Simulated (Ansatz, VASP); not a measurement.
# One calculation of Ti, two programs

Contents of INCAR:

```
SYSTEM = Ti
PREC     = Accurate       ! precision mode
ENCUT    = 520            ! plane-wave cutoff, eV
EDIFF    = 1E-7           ! SCF threshold, eV
ISMEAR   = -1             ! smearing method
SIGMA    = 0.05           ! smearing width, eV
LREAL    = .FALSE.        ! projectors in reciprocal space
LASPH    = .TRUE.         ! aspherical terms in the spheres
NELM     = 150            ! most SCF steps
ALGO     = Normal         ! electronic algorithm
ISIF     = 2              ! what is computed and relaxed
LWAVE    = .FALSE.        ! write WAVECAR
LCHARG   = .FALSE.        ! write CHGCAR
ISPIN    = 2              ! spin polarisation
MAGMOM   = 1 1            ! initial moments
LORBIT   = 11             ! projections on sites
LMAXMIX  = 4              ! l up to which the mixer works
GGA      = PS             ! functional
NBANDS   = 23             ! bands
```

Contents of KPOINTS:

```
regular mesh
0
G
  20 20 11
  0 0 0
```

POSCAR

```
Ti
1.0
    2.8211632791      0.0000000000      0.0000000000
   -1.4105816396      2.4431990679      0.0000000000
    0.0000000000      0.0000000000      4.4668344747
Ti
2
Direct
    0.3333333333      0.6666666667      0.2500000000
    0.6666666667      0.3333333333      0.7500000000
```

Input for Ansatz:

```yaml
crystal:
  lattice:
    - [2.8211632791, 0.0, 0.0]
    - [-1.4105816396, 2.4431990679, 0.0]
    - [0.0, 0.0, 4.4668344747]
  atoms:
    - { symbol: Ti, position: [0.3333333333, 0.6666666667, 0.25], spin: 1.0 }
    - { symbol: Ti, position: [0.6666666667, 0.3333333333, 0.75], spin: 1.0 }
hamiltonian:
  xc: pbesol
  pseudopotentials:
    kind: paw
    azcp:
      Ti: "pseudopotentials/Ti.paw.azcp"
basis:
  ecutwfc: 420
  fft_grid_basis: typed
kpoints:
  mp_grid: { grid: [20, 20, 11], shift: [0, 0, 0] }
magnetization:
  spin_polarized: true
scf:
  occupations: { method: fermi_dirac, width: 0.05 }
output:
  stress: true
```

Alike in both runs: task single point; functional PBEsol; k mesh 20 × 20 × 11; occupations fermi-dirac, width 0.05 eV; collinear spin.

```csv
,VASP,Ansatz
version,VASP 6.6.1,Ansatz 0.2.0
potentials or method,"VASP PAW PBE potentials, release 64 (Ti_sv), cutoff 520 eV","plane waves (420 eV) with PAW, scalar-relativistic"
valence electrons in the cell,24,24
```

Ansatz gave:

```
pressure (GPa)                                                : 11.4
traceless stress, the component that is largest in VASP (GPa) : 0.11
net moment per atom (μB)                                      : 0.00
```

Task: Estimate VASP's values.

Result: Pressure (GPa): 10.9; traceless stress, the component that is largest in VASP (GPa): 0.11; net moment per atom (μB): 0.00.

VASP's potentials were made for PBE, not for PBEsol, and Ansatz warns of the same on its side. Ansatz's warnings: seeded moment not kept.
